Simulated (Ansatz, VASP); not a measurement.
## Si: VASP beside Ansatz

INCAR

```
PREC     = Accurate       # precision mode
ENCUT    = 600            # plane-wave cutoff, eV
EDIFF    = 1E-7           # SCF threshold, eV
ISMEAR   = 0              # smearing method
SIGMA    = 0.1            # smearing width, eV
LREAL    = False          # projectors in reciprocal space
LASPH    = True           # aspherical terms in the spheres
NELM     = 100            # most SCF steps
ALGO     = Normal         # electronic algorithm
ISIF     = 3              # what is computed and relaxed
LWAVE    = False          # write WAVECAR
LCHARG   = False          # write CHGCAR
GGA      = PE             # functional
IBRION   = 2              # ionic algorithm
NSW      = 90             # ionic steps
EDIFFG   = -0.04          # ionic threshold
```

File KPOINTS:

```
Automatic mesh
0
Gamma
  4 4 4
```

File POSCAR:

```
Si
1.0
   -2.9666793400      2.9666793400      4.7904356700
    2.9666793400     -2.9666793400      4.7904356700
    2.9666793400      2.9666793400     -4.7904356700
Si
12
Direct
    0.4753441000      0.6947535000      0.5000000000
    0.1947535000      0.9753441000      0.5000000000
    0.3052465000      0.8052465000      0.7805906100
    0.0246559000      0.5246559000      0.2194093900
    0.6947535000      0.1947535000      0.2194093900
    0.9753441000      0.4753441000      0.7805906100
    0.5246559000      0.3052465000      0.5000000000
    0.8052465000      0.0246559000      0.5000000000
    0.6218662800      0.6218662800      0.0000000000
    0.3781337200      0.3781337200      0.0000000000
    0.1218662800      0.1218662800      0.0000000000
    0.8781337200      0.8781337200      0.0000000000
```

Input for Ansatz:

```yaml
crystal:
  lattice:
    - [-2.96667934, 2.96667934, 4.79043567]
    - [2.96667934, -2.96667934, 4.79043567]
    - [2.96667934, 2.96667934, -4.79043567]
  atoms:
    - { symbol: Si, position: [0.4753441, 0.6947535, 0.5] }
    - { symbol: Si, position: [0.1947535, 0.9753441, 0.5] }
    - { symbol: Si, position: [0.3052465, 0.8052465, 0.78059061] }
    - { symbol: Si, position: [0.0246559, 0.5246559, 0.21940939] }
    - { symbol: Si, position: [0.6947535, 0.1947535, 0.21940939] }
    - { symbol: Si, position: [0.9753441, 0.4753441, 0.78059061] }
    - { symbol: Si, position: [0.5246559, 0.3052465, 0.5] }
    - { symbol: Si, position: [0.8052465, 0.0246559, 0.5] }
    - { symbol: Si, position: [0.62186628, 0.62186628, 0.0] }
    - { symbol: Si, position: [0.37813372, 0.37813372, 0.0] }
    - { symbol: Si, position: [0.12186628, 0.12186628, 0.0] }
    - { symbol: Si, position: [0.87813372, 0.87813372, 0.0] }
basis:
  ecutwfc: 420
kpoints:
  mp_grid: { grid: [4, 4, 4] }
hamiltonian:
  xc: pbe
scf:
  occupations: { method: gaussian, width: 0.1 }
  lower_state_search: "off"
output:
  forces: true
  stress: true
  eigenvalues: true
relax:
  adjacent_minimum: "off"
  f_tol: 0.04
  max_steps: 70
  cell: { stress_tol: 0.4 }
```

Alike in both runs: task relaxation of cell and atoms; functional PBE; k mesh 4 × 4 × 4; occupations gaussian, width 0.1 eV; no spin polarisation.

|  | VASP | Ansatz |
| --- | --- | --- |
| version | VASP 6.6.1 | Ansatz 0.2.0 |
| potentials or method | VASP PAW PBE potentials, release 64 (Si), cutoff 600 eV | scalar-relativistic, plane waves, PAW |
| valence electrons in the cell | 48 | 48 |

VASP gave:

| Quantity | Value |
| --- | --- |
| gap on the k mesh at the Fermi level, each at its own relaxed structure (eV) | none |
| relaxed volume (Å³/atom) | 18.27 |
| relaxed cell length with the largest relative difference (Å) | 7.672 |

Q: What did Ansatz give for the same quantities?

A: gap on the k mesh at the Fermi level, each at its own relaxed structure (eV): none; relaxed volume (Å³/atom): 18.29; relaxed cell length with the largest relative difference (Å): 7.669.

A gap of «none» marks a metal or a gap that the smearing closes.

The k mesh is coarse, so the values compare programs but aren't converged. Noted on VASP's run: the volume moved by over 15 % at a fixed basis, so the end points are rough.
